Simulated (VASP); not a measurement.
Wanted: the native input for a VASP 6.6.1 run.

| Property | Result |
| --- | --- |
| Task | single point |
| Functional | PBE |
| Potentials or basis | VASP PAW PBE potentials, release 64 (P) |
| Cutoff | 520 eV |
| k mesh | 6 × 6 × 6 |
| Occupations | gaussian, width 0.1 eV |
| Spin | no spin polarisation |
| Dipole correction | no |
| Further INCAR settings | ALGO = Normal; EDIFF = 1e-06; NBANDS = 18 |

The structure of P lies in POSCAR:

```
P
1.0
   -1.9549946000      1.9549946000      3.8992522600
    1.9549946000     -1.9549946000      3.8992522600
    1.9549946000      1.9549946000     -3.8992522600
P
4
Direct
    0.3750000000      0.9863820100      0.1113820100
    0.7363820100      0.1250000000      0.1113820100
    0.0136179900      0.6250000000      0.8886179900
    0.8750000000      0.2636179900      0.8886179900
```

The cell was generated, and may not be a known phase.

The input as run:

INCAR

```
PREC = Accurate
ENCUT = 520
EDIFF = 1E-6
ISMEAR = 0
SIGMA = 0.1
LREAL = F
LASPH = T
NELM = 60
ALGO = Normal
ISIF = 2
LWAVE = F
LCHARG = F
GGA = PE
NBANDS = 18
```

KPOINTS

```
Automatic mesh
0
Gamma
  6 6 6
```

Potentials or basis: VASP PAW PBE potentials, release 64 (P).

Launch:

```console
$ cat potpaw_PBE.64/P/POTCAR > POTCAR
$ mpirun -np 1 vasp_std > vasp.out
```

It gave:

| Quantity | Value |
| --- | --- |
| Pressure | 29.5 GPa |
| Largest force | 0.103 eV/Å |
| Band gap on the k mesh | zero (bands 10 and 11 overlap by 3.11 eV) |

Caveat: the stress differs along the axes, from 12 to 64 GPa.

It took 29 s on 1 thread of Oxide Virtual Turin-like Processor (shared host), peak memory 0.16 GiB.
